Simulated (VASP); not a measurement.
# AlGa3N4 (Cm) in VASP: further runs

The runs below take AlGa3N4 through single point, with r2SCAN.

All numbers are computed with VASP 6.6.1; they aren't measurements. Logs are shortened: lines on timing, memory, paths and dates and some standing lists are left out, and cuts for length are marked.

**1. The cell of the first run**

It takes space group Cm (No. 8, monoclinic). Conventional cell: a = 6.315 Å, b = 6.315 Å, c = 4.465 Å, α = 90.00°, β = 90.00°, γ = 90.00°. Al (site symmetry m) has 4 N at 1.89 Å within 2.5 Å. Within 2.5 Å of Ga (site symmetry 1) lie 4 N at 1.92 to 1.99 Å. Within 2.5 Å of Ga (site symmetry m) lie 4 N at 1.88 to 2.02 Å. N (site symmetry 1) has 1 Al at 1.89 Å and 3 Ga at 1.92 to 1.99 Å within 2.5 Å. N (site symmetry m) has 1 Al at 1.89 Å and 3 Ga at 1.92 to 2.02 Å within 2.5 Å. N (site symmetry m) has 3 Ga at 1.88 to 1.99 Å and 1 Al at 1.89 Å within 2.5 Å.

**2. Single point, r2SCAN (atoms displaced along a vibrational mode)**

File POSCAR:

```
AlGa3N4
1.0
    4.4653444522      0.0000000000      0.0000000000
    0.0000000000      4.4653444522      0.0000000000
    0.0000000000      0.0000000000      4.4653444522
Al Ga N
1 3 4
Direct
    0.0000000000      0.0000000000      0.0000000000
    0.5316708728      0.5000000000      0.0000000000
    0.4683291272      0.0000000000      0.4683291272
    0.0000000000      0.5000000000      0.5316708728
    0.7646981784      0.7553510553      0.2539960678
    0.7460039322      0.2259546986      0.7460039322
    0.2539960678      0.7553510553      0.7646981784
    0.2353018216      0.2633431908      0.2353018216
```

File INCAR.step1:

```
PREC     = Accurate       # precision mode
ENCUT    = 520            # plane-wave cutoff, eV
ISMEAR   = 0              # smearing method
SIGMA    = 0.05           # smearing width, eV
LREAL    = F              # projectors in reciprocal space
LASPH    = T              # aspherical terms in the spheres
NELM     = 100            # most SCF steps
NBANDS   = 41             # bands
GGA      = PE             # functional
ALGO     = Normal         # electronic algorithm
EDIFF    = 1E-4           # SCF threshold, eV
LWAVE    = T              # write WAVECAR
LCHARG   = F              # write CHGCAR
```

File INCAR.step2:

```
PREC     = Accurate       # precision mode
ENCUT    = 520            # plane-wave cutoff, eV
EDIFF    = 1E-7           # SCF threshold, eV
ISMEAR   = 0              # smearing method
SIGMA    = 0.05           # smearing width, eV
LREAL    = F              # projectors in reciprocal space
LASPH    = T              # aspherical terms in the spheres
NELM     = 100            # most SCF steps
ALGO     = Normal         # electronic algorithm
ISIF     = 2              # what is computed and relaxed
LWAVE    = F              # write WAVECAR
LCHARG   = F              # write CHGCAR
METAGGA  = R2SCAN         # meta-GGA
LMIXTAU  = T            
NBANDS   = 41             # bands
ISTART   = 1
```

File KPOINTS:

```
regular mesh
0
Gamma
  6 6 6
```

Potentials or basis: VASP PAW PBE potentials, release 64 (Al, Ga_d, N).

Run with:

```console
$ cat potpaw_PBE.64/Al/POTCAR potpaw_PBE.64/Ga_d/POTCAR potpaw_PBE.64/N/POTCAR > POTCAR
$ cp INCAR.step1 INCAR
$ mpirun -np 1 vasp_std > vasp.out
$ cp INCAR.step2 INCAR
$ mpirun -np 1 vasp_std > vasp.out
```

OUTCAR:

```text
PREC = Accurate
   ENCUT = 520
   EDIFF = 1E-7
   ISMEAR = 0
   LREAL = F
   LASPH = T
   NELM = 100
   ISIF = 2
   METAGGA = R2SCAN
   ISTART = 1

 ion  position               nearest neighbor table
   1  0.000  0.000  0.000-   5 1.89   7 1.89   8 1.89   6 1.89   3 2.96   2 3.06   4 3.06   2 3.06
                             4 3.06
   2  0.532  0.500  0.000-   5 1.92   6 1.92   7 1.99   8 1.99   1 3.06   1 3.06
   3  0.468  0.000  0.468-   8 1.88   7 1.96   5 1.96   6 2.02   1 2.96
   4  0.000  0.500  0.532-   7 1.92   6 1.92   5 1.99   8 1.99   1 3.06   1 3.06
   5  0.765  0.755  0.254-   1 1.89   2 1.92   3 1.96   4 1.99
   6  0.746  0.226  0.746-   1 1.89   2 1.92   4 1.92   3 2.02
   7  0.254  0.755  0.765-   1 1.89   4 1.92   3 1.96   2 1.99
   8  0.235  0.263  0.235-   3 1.88   1 1.89   4 1.99   2 1.99

  LATTYP: Found a simple cubic cell.
 ALAT       =     4.4653444522

  Lattice vectors:

 A1 = (   4.4653444522,   0.0000000000,   0.0000000000)
 A2 = (   0.0000000000,   4.4653444522,   0.0000000000)
 A3 = (   0.0000000000,   0.0000000000,   4.4653444522)

Analysis of symmetry for initial positions (statically):
=====================================================================
 Subroutine PRICEL returns:
 Original cell was already a primitive cell.

 Routine SETGRP: Setting up the symmetry group for a
 simple cubic supercell.

 Subroutine GETGRP returns: Found  2 space group operations
 (whereof  2 operations were pure point group operations)
 out of a pool of 48 trial point group operations.

The static configuration has the point symmetry C_1h.

Analysis of symmetry for dynamics (positions and initial velocities):
=====================================================================
 Subroutine PRICEL returns:
 Original cell was already a primitive cell.

 Routine SETGRP: Setting up the symmetry group for a
 simple cubic supercell.

 Subroutine GETGRP returns: Found  2 space group operations
 (whereof  2 operations were pure point group operations)
 out of a pool of 48 trial point group operations.

The dynamic configuration has the point symmetry C_1h.

 Subroutine INISYM returns: Found  2 space group operations
 (whereof  2 operations are pure point group operations),
 and found     1 'primitive' translations

----------------------------------------------------------------------------------------

                                     Primitive cell

  volume of cell :      89.0358

  direct lattice vectors                    reciprocal lattice vectors
     4.465344452  0.000000000  0.000000000     0.223946889  0.000000000  0.000000000
     0.000000000  4.465344452  0.000000000     0.000000000  0.223946889  0.000000000
     0.000000000  0.000000000  4.465344452     0.000000000  0.000000000  0.223946889

  length of vectors
     4.465344452  4.465344452  4.465344452     0.223946889  0.223946889  0.223946889

  position of ions in fractional coordinates (direct lattice)
     0.000000000  0.000000000  0.000000000
     0.531670873  0.500000000  0.000000000
     0.468329127  0.000000000  0.468329127
     0.000000000  0.500000000  0.531670873
     0.764698178  0.755351055  0.253996068
     0.746003932  0.225954699  0.746003932
     0.253996068  0.755351055  0.764698178
     0.235301822  0.263343191  0.235301822

  ion indices of the primitive-cell ions
   primitive index   ion index
                 1           1
                 2           2
                 3           3
                 4           4
                 5           5
                 6           6
                 7           7
                 8           8

----------------------------------------------------------------------------------------

 KPOINTS: regular mesh

Automatic generation of k-mesh.
 Grid dimensions read from file:
 generate k-points for:    6    6    6

 Generating k-lattice:

  Cartesian coordinates                     Fractional coordinates (reciprocal lattice)
     0.037324482  0.000000000  0.000000000     0.166666667  0.000000000  0.000000000
     0.000000000  0.037324482  0.000000000     0.000000000  0.166666667  0.000000000
     0.000000000  0.000000000  0.037324482     0.000000000  0.000000000  0.166666667

  Length of vectors
     0.037324482  0.037324482  0.037324482

  Shift w.r.t. Gamma in fractional coordinates (k-lattice)
     0.000000000  0.000000000  0.000000000

 Subroutine IBZKPT returns following result:
 ===========================================

 Found     68 irreducible k-points:

 Following reciprocal coordinates:
            Coordinates               Weight
  0.000000  0.000000  0.000000      1.000000
  0.166667  0.000000  0.000000      4.000000
  0.000000  0.166667  0.000000      2.000000
  0.333333  0.000000  0.000000      4.000000
  0.000000  0.333333  0.000000      2.000000
  0.500000  0.000000  0.000000      2.000000
[... 16 lines left out ...]
 -0.333333  0.333333  0.000000      4.000000
 -0.333333  0.000000  0.333333      2.000000
 [... further k-points ...]
   k-points           NKPTS =     68   k-points in BZ     NKDIM =     68   number of bands    NBANDS=     41
   number of dos      NEDOS =    301   number of ions     NIONS =      8
   total plane-waves  NPLWV =  46656
   dimension x,y,z NGX =    36 NGY =   36 NGZ =   36
   dimension x,y,z NGXF=    72 NGYF=   72 NGZF=   72
   ions per type =               1   3   4
   NGX,Y,Z   is equivalent  to a cutoff of  13.40, 13.40, 13.40 a.u.
   NGXF,Y,Z  is equivalent  to a cutoff of  26.81, 26.81, 26.81 a.u.
 SYSTEM =  unknown system
   PREC   = accura    normal or accurate (medium, high low for compatibility)
   ISTART =      1    job   : 0-new  1-cont  2-samecut
   ICHARG =      0    charge: 1-file 2-atom 10-const
   ISPIN  =      1    spin polarized calculation?
   LNONCOLLINEAR =      F non collinear calculations
   LSORBIT =      F    spin-orbit coupling
   LASPH  =      T    aspherical Exc in radial PAW
   ENCUT  =  520.0 eV  38.22 Ry    6.18 a.u.   8.30  8.30  8.30*2*pi/ulx,y,z
   NELM   =    100;   NELMIN=  2; NELMDL=  0     # of ELM steps
   EDIFF  = 0.1E-06   stopping-criterion for ELM
   LREAL  =      F    real-space projection
   EDIFFG = 0.1E-05   stopping-criterion for IOM
   NSW    =      0    number of steps for IOM
   IBRION =     -1    ionic relax: 0-MD 1-quasi-New 2-CG
   NFREE  =      0    steps in history (QN), initial steepest desc. (CG)
   ISIF   =      2    stress and relaxation
   ISYM   =      2    0-nonsym 1-usesym 2-fastsym
   POTIM  = 0.5000    time-step for ionic-motion
   TEBEG  =    0.0;   TEEND  =   0.0 temperature during run
   PSTRESS=    0.0 pullay stress
   NELECT =      62.0000    total number of electrons
   NUPDOWN=      -1.0000    fix difference up-down
   EMIN   =  10.00;   EMAX   =-10.00  energy-range for DOS
   EFERMI =   0.00;   METHOD = LEGACY
   ISMEAR =     0;   SIGMA  =   0.05  broadening in eV -4-tet -1-fermi 0-gaus
   EFERMI_NEDOS =   21; number of points for ismear=-14 and -15
   IALGO  =     38    algorithm
   IMIX   =      4    mixing-type and parameters
     AMIX     =   0.40;   BMIX     =  1.00
     AMIX_MAG =   1.60;   BMIX_MAG =  1.00
  volume/ion in A,a.u.               =      11.13        75.11
  Fermi-wavevector in a.u.,A,eV,Ry     =   1.451055  2.742096 28.647877  2.105560
  Thomas-Fermi vector in A             =   2.568596
   LORBIT       =      0    0 simple, 1 ext, 2 COOP (PROOUT), +10 PAW based schemes
   METAGGA = R2SCAN    functional components
   LHFCALC =     F    Hartree Fock is set to
   AEXX    =    0.0000 exact exchange contribution
   IVDW    =     0    specifies the selected vdW correction
   LEPSILON=     F    determine dielectric tensor
   LRPA    =     F    only Hartree local field effects (RPA)
 non-spin polarized calculation
 Gauss-broadening in eV      SIGMA  =   0.05
  energy-cutoff  :      520.00
  volume of cell :       89.04
 maximum number of plane-waves:      2440
 NGX is ok and might be reduce to    36
   NGX = 17   NGY = 17   NGZ = 17

 number of electron      61.9999986 magnetization

 Free energy of the ion-electron system (eV)
  ---------------------------------------------------
  ext. energy  EPLUGINS =         0.00000000
  ---------------------------------------------------
  free energy    TOTEN  =       -84.44287648 eV

  energy without entropy =      -84.44287648  energy(sigma->0) =      -84.44287648

 E-fermi :   5.5034     XC(G=0): -12.3923

 val. band max:        5.2187809267   @ k =   0.0000   0.0000   0.0000
 cond. band min:       7.9143253761   @ k =   0.0000   0.0000   0.0000
 fundamental gap:      2.6955444494
 Fermi energy:         5.5033587325

 k-point     1 :       0.0000    0.0000    0.0000
  band No.  band energies     occupation
      1     -11.3155      2.00000
      2      -9.9421      2.00000
      3      -9.9082      2.00000
      4      -9.8897      2.00000
      5      -8.3738      2.00000
      6      -8.3615      2.00000
[... 33 lines left out ...]
     40      16.7152      0.00000
     41      16.9261      0.00000

 k-point     2 :       0.1667    0.0000    0.0000
  band No.  band energies     occupation
      1     -11.2040      2.00000
      2      -9.9837      2.00000
      3      -9.9202      2.00000
      4      -9.8949      2.00000
      5      -8.3717      2.00000
      6      -8.3668      2.00000
[... 33 lines left out ...]
     40      16.8134      0.00000
     41      17.1486      0.00000

 k-point     3 :       0.0000    0.1667    0.0000
  band No.  band energies     occupation
      1     -11.2028      2.00000
      2      -9.9550      2.00000
      3      -9.9356      2.00000
      4      -9.9111      2.00000
      5      -8.3768      2.00000
      6      -8.3588      2.00000
[... 33 lines left out ...]
     40      16.7406      0.00000
     41      16.8919      0.00000

 k-point     4 :       0.3333    0.0000    0.0000
  band No.  band energies     occupation
      1     -10.9031      2.00000
      2     -10.1600      2.00000
      3      -9.9235      2.00000
      4      -9.9066      2.00000
      5      -8.3582      2.00000
      6      -8.3501      2.00000
[... 825 lines left out ...]
     40      15.6377      0.00000
     41      15.9625      0.00000

 k-point    23 :      -0.3333    0.3333    0.0000
  band No.  band energies     occupation
      1     -10.6020      2.00000
      2     -10.1084      2.00000
      3     -10.0695      2.00000
      4      -9.9668      2.00000
      5      -8.3649      2.00000
      6      -8.3466      2.00000
[... 33 lines left out ...]
     40      15.6645      0.00000
     41      16.1619      0.00000

 k-point    24 :      -0.3333    0.0000    0.3333
  band No.  band energies     occupation
      1     -10.6080      2.00000
      2     -10.1187      2.00000
      3     -10.0616      2.00000
      4      -9.9580      2.00000
      5      -8.3709      2.00000
      6      -8.3385      2.00000
[... 33 lines left out ...]
     40      15.7512      0.00000
     41      16.0002      0.00000

 [... further k-points ...]
[... 5 lines left out ...]
  --------------------------------------------------------------------------------------
  -------------------------------------------------------------------------------------
  Total        0.1066665      0.5937951      0.1066665      0.0205617      0.0205135      0.0322428
  in kB        1.9194367     10.6851904      1.9194367      0.3700019      0.3691347      0.5802015
  external PRESSURE =       4.8413546 kB  Pullay stress =       0.0000000 kB

 VOLUME and BASIS-vectors are now :
 -----------------------------------------------------------------------------
  energy-cutoff  :      520.00
  volume of cell :       89.04
      direct lattice vectors                 reciprocal lattice vectors
     4.465344452  0.000000000  0.000000000     0.223946889  0.000000000  0.000000000
     0.000000000  4.465344452  0.000000000     0.000000000  0.223946889  0.000000000
     0.000000000  0.000000000  4.465344452     0.000000000  0.000000000  0.223946889

 POSITION                                       TOTAL-FORCE (eV/Angst)
 -----------------------------------------------------------------------------------
      0.00000      0.00000      0.00000        -0.013540      0.025675     -0.013540
      2.37409      2.23267      0.00000        -1.389358     -0.056224     -0.001826
      2.09125      0.00000      2.09125         1.413881     -0.304083      1.413881
      0.00000      2.23267      2.37409        -0.001826     -0.056224     -1.389358
      3.41464      3.37290      1.13418        -0.127323      0.153241     -0.040429
      3.33116      1.00897      3.33116         0.189217      0.198985      0.189217
      1.13418      3.37290      3.41464        -0.040429      0.153241     -0.127323
      1.05070      1.17592      1.05070        -0.030623     -0.114611     -0.030623
 -----------------------------------------------------------------------------------
    total drift:                               -0.002045      0.004319     -0.002046

  FREE ENERGIE OF THE ION-ELECTRON SYSTEM (eV)
  ---------------------------------------------------
  free  energy   TOTEN  =       -84.4428764755 eV

  energy  without entropy=      -84.4428764755  energy(sigma->0) =      -84.44287648
```

Wall time 22 min (1 thread of Intel Xeon 8259CL, shared host); peak memory 0.35 GiB.

Results:

```yaml
Free_energy: -84.4429 eV
Pressure: 0.5 GPa
Largest_force: 2.023 eV/Å
Band_gap_on_the_k_mesh: 2.70 eV
```

Forces on the atoms (eV/Å):
```
Al  -0.014  0.026 -0.014
Ga  -1.389 -0.056 -0.002
Ga   1.414 -0.304  1.414
Ga  -0.002 -0.056 -1.389
N   -0.127  0.153 -0.040
N    0.189  0.199  0.189
N   -0.040  0.153 -0.127
N   -0.031 -0.115 -0.031
```

Stress tensor (GPa, compression positive):
```
0.19 0.04 0.06
0.04 1.07 0.04
0.06 0.04 0.19
```

Caveat: the cell differs from its parent crystal (atoms displaced along a vibrational mode); the PAW data sets were made with another functional, which shifts forces and pressure a little.

**3. Single point, r2SCAN (atoms displaced along a vibrational mode)**

File POSCAR:

```
AlGa3N4
1.0
    4.4653444522      0.0000000000      0.0000000000
    0.0000000000      4.4653444522      0.0000000000
    0.0000000000      0.0000000000      4.4653444522
Al Ga N
1 3 4
Direct
    0.0000000000      0.0000000000      0.0000000000
    0.4762468454      0.5000000000      0.0000000000
    0.5237531546      0.0000000000      0.5237531546
    0.0000000000      0.5000000000      0.4762468454
    0.7483407130      0.7553510553      0.2376386024
    0.7623613976      0.2586696293      0.7623613976
    0.2376386024      0.7553510553      0.7483407130
    0.2516592870      0.2306282601      0.2516592870
```

File INCAR.step1:

```
SYSTEM = AlGa3N4
PREC     = Accurate       ! precision mode
ENCUT    = 520            ! plane-wave cutoff, eV
ISMEAR   = 0              ! smearing method
SIGMA    = 0.05           ! smearing width, eV
LREAL    = .False.        ! projectors in reciprocal space
LASPH    = .True.         ! aspherical terms in the spheres
NELM     = 60             ! most SCF steps
NBANDS   = 41             ! bands
GGA      = PE             ! functional
ALGO     = Normal         ! electronic algorithm
EDIFF    = 1E-4           ! SCF threshold, eV
LWAVE    = .True.         ! write WAVECAR
LCHARG   = .False.        ! write CHGCAR
```

File INCAR.step2:

```
SYSTEM = AlGa3N4
PREC     = Accurate       ! precision mode
ENCUT    = 520            ! plane-wave cutoff, eV
EDIFF    = 1E-7           ! SCF threshold, eV
ISMEAR   = 0              ! smearing method
SIGMA    = 0.05           ! smearing width, eV
LREAL    = .False.        ! projectors in reciprocal space
LASPH    = .True.         ! aspherical terms in the spheres
NELM     = 60             ! most SCF steps
ALGO     = Normal         ! electronic algorithm
ISIF     = 2              ! what is computed and relaxed
LWAVE    = .False.        ! write WAVECAR
LCHARG   = .False.        ! write CHGCAR
METAGGA  = R2SCAN         ! meta-GGA
LMIXTAU  = .True.       
NBANDS   = 41             ! bands
ISTART   = 1
```

File KPOINTS:

```
Automatic mesh
0
Gamma
  6 6 6
  0 0 0
```

Potentials or basis: VASP PAW PBE potentials, release 64 (Al, Ga_d, N).

Run with:

```console
$ cat potpaw_PBE.64/Al/POTCAR potpaw_PBE.64/Ga_d/POTCAR potpaw_PBE.64/N/POTCAR > POTCAR
$ cp INCAR.step1 INCAR
$ mpirun -np 1 vasp_std > vasp.out
$ cp INCAR.step2 INCAR
$ mpirun -np 1 vasp_std > vasp.out
```

Wall time 22 min (1 thread of Intel Xeon 8259CL, shared host); peak memory 0.35 GiB.

Results (log left out):

* Free energy: -84.6276 eV
* Pressure: 0.6 GPa
* Largest force: 1.498 eV/Å
* Band gap on the k mesh: 2.75 eV

Forces on the atoms (eV/Å):
```
Al   0.006  0.016  0.006
Ga   1.039 -0.030  0.001
Ga  -1.051 -0.184 -1.051
Ga   0.001 -0.030  1.039
N    0.053  0.110  0.064
N    0.026 -0.107  0.026
N    0.064  0.110  0.053
N   -0.138  0.116 -0.138
```

Stress tensor (GPa, compression positive):
```
 0.39 -0.01  0.04
-0.01  0.89 -0.01
 0.04 -0.01  0.39
```

Levels at points of the mesh, in eV from the valence-band top:
```csv
k point,band 27,band 28,band 29,band 30,band 31,band 32,band 33,band 34,band 35,band 36
"(0.00, 0.00, 0.00)",-2.49,-2.49,-0.04,-0.02,0.00,2.75,3.79,3.83,3.89,7.09
"(0.50, 0.00, 0.00)",-2.87,-1.54,-1.52,-1.22,-1.21,5.37,5.47,6.66,6.67,8.40
"(0.00, 0.50, 0.00)",-2.91,-1.52,-1.52,-1.21,-1.20,5.36,5.47,6.57,6.70,8.40
"(0.50, 0.50, 0.00)",-3.04,-1.01,-0.98,-0.97,-0.62,7.16,7.23,7.34,7.86,7.93
"(0.50, 0.00, 0.50)",-3.04,-1.00,-0.99,-0.96,-0.63,7.18,7.42,7.47,7.83,7.89
"(0.50, 0.50, 0.50)",-0.77,-0.76,-0.70,-0.68,-0.65,5.47,5.49,5.54,6.91,9.53
```

Caveat: the cell differs from its parent crystal (atoms displaced along a vibrational mode); the PAW data sets were made with another functional, which shifts forces and pressure a little.
